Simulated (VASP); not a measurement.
Runs of VASP 6.6.1 on LaScF. The structure is that of space group P4/mmm (No. 123), or close to it. The cells are those of the table. 

```tsv
task	cell	k mesh	cutoff (eV)	gap on the mesh (eV)	pressure (GPa)	relaxed volume (Å³/atom)
single point	a = 3.374, b = 3.374, c = 5.606 Å, 3 atoms	6 × 6 × 4	520	none	0.1	-
relaxation of cell and atoms	relaxed from a = 3.374, b = 3.374, c = 5.606 Å, 3 atoms	14 × 14 × 8	600	none	0.0	(a)
relaxation of cell and atoms	relaxed from a = 3.356, b = 3.356, c = 5.557 Å, 3 atoms	6 × 6 × 4	600	none	0.0	21.29
single point	a = 3.373, b = 3.373, c = 5.566 Å, 3 atoms	14 × 14 × 8	520	none	0.0	-
single point	a = 3.356, b = 3.356, c = 5.557 Å, 3 atoms	4 × 4 × 4	520	none	0.1	-
```

Alike in all rows: level PBE; potentials or basis VASP PAW PBE potentials, release 64 (La, Sc_sv, F); no spin polarisation; smearing gaussian 0.1 eV.

Problem. Fill in the values left out.

Solution. (a) 21.10.

Caveats: some runs use coarse meshes; spin-orbit coupling is left out, which moves the levels of the heavy elements; an odd number of electrons without spin polarisation forces a metal; a magnetic or distorted state may lie lower.

A k mesh can miss the band edges, and the runs leave out spin-orbit coupling on La.

A gap of «none» marks levels without a gap at the run's occupations.
